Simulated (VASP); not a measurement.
The system is NaI.

```
Na I
1.0
     0.00000    3.22963    3.22963
     3.22963    0.00000    3.22963
     3.22963    3.22963    0.00000
Na I
1 1
Direct
  0.00000 0.00000 0.00000
  0.50000 0.50000 0.50000
```

Base run:

```yaml
Program: VASP 6.6.1
Functional: r2SCAN
Dispersion: rVV10
Potentials_or_basis: VASP PAW PBE potentials, release 64 (Na_pv, I)
Cutoff: 520 eV
k_mesh: 6 × 6 × 6
Occupations: gaussian, width 0.01 eV
Spin: no spin polarisation
```

Its results: band gap on the k mesh 4.38 eV; pressure -0.5 GPa.

Q: The run is repeated on the same cell with these changes: dispersion from rVV10 to D3(BJ). What comes out?

A: Band gap on the k mesh 4.46 eV; pressure -0.7 GPa.

Caveats: the PAW data sets were made with another functional, which shifts forces and pressure a little; spin-orbit coupling is left out, which moves the levels of the heavy elements.

